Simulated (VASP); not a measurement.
Input of a VASP 6.6.1 run:

INCAR

```
SYSTEM = Si8O17
PREC = Accurate
ENCUT = 520
EDIFF = 1E-6
ISMEAR = 0
SIGMA = 0.05
LREAL = Auto
LASPH = .TRUE.
NELM = 150
ALGO = Normal
ISIF = 2
LWAVE = .FALSE.
LCHARG = .FALSE.
ISPIN = 2
MAGMOM = 0 0 0 0 0 0 0 0 0 0 0 0 0 0 0 0 0 0 0 0 0 0 0 0 0
LORBIT = 11
GGA = PE
NBANDS = 89
```

The input KPOINTS:

```
regular mesh
0
G
  2 2 2
  0 0 0
```

The input POSCAR:

```
Si8O17
1.0
   -4.1773000000     -4.1773000000      0.0000000000
    4.1773000000     -4.1773000000      0.0000000000
    0.0000000000      0.0000000000      5.3310000000
Si O
8 17
Direct
    0.5109944222      0.4881842338      0.0128915776
    0.0055189955      0.4954098341      0.2498032264
    0.5110490029      0.4914767912      0.4948409304
    0.0051210112      0.4984789218      0.7493702870
   -0.0167639384      0.0021090178      0.0009810542
    0.4834558207      0.0004332942      0.2501765147
   -0.0165371173      0.0042382640      0.4973083849
    0.4729240179      0.0297001652      0.7484363159
    0.2021493548      0.4916595648      0.0006993059
   -0.0314223302      0.1944472506      0.2477527668
    0.8144485673      0.4976448902      0.0043217032
   -0.0035245254      0.8046874776      0.2502027762
    0.1991648912      0.4841958921      0.4973475896
   -0.0191207239      0.1955361118      0.7505259801
    0.8128841596      0.4983388792      0.4957713375
   -0.0135175831      0.8079690231      0.7488345526
    0.6737098126     -0.0055662749     -0.0031894579
    0.4929143226      0.6934151246      0.2528703808
    0.2852341225      0.0376833122      0.0140613393
    0.5158147607      0.3047102195      0.2523111986
    0.6744261844     -0.0055374285      0.5027325080
    0.5669565269      0.6611034640      0.7605317952
    0.2822120748      0.0490799081      0.4823721628
    0.5045797525      0.3070519235      0.7516122679
    0.3593313863      0.7723802456      0.7254773964
```

Potentials or basis: VASP PAW PBE potentials, release 64 (Si, O).

Command:

```console
$ cat potpaw_PBE.64/Si/POTCAR potpaw_PBE.64/O/POTCAR > POTCAR
$ mpirun -np 1 vasp_std > vasp.out
```

Estimate the largest force.

0.433 eV/Å.

What does it give for the net moment?

0.00 μB per cell.

Estimate the band gap on the k mesh.

4.86 eV.

Predict the pressure.

26.9 GPa.

Stress tensor (GPa, compression positive):
```
 32.96 -11.31  -1.24
-11.31  23.50   0.13
 -1.24   0.13  24.12
```

Caveat: the k points lie up to 0.59 Å⁻¹ apart.
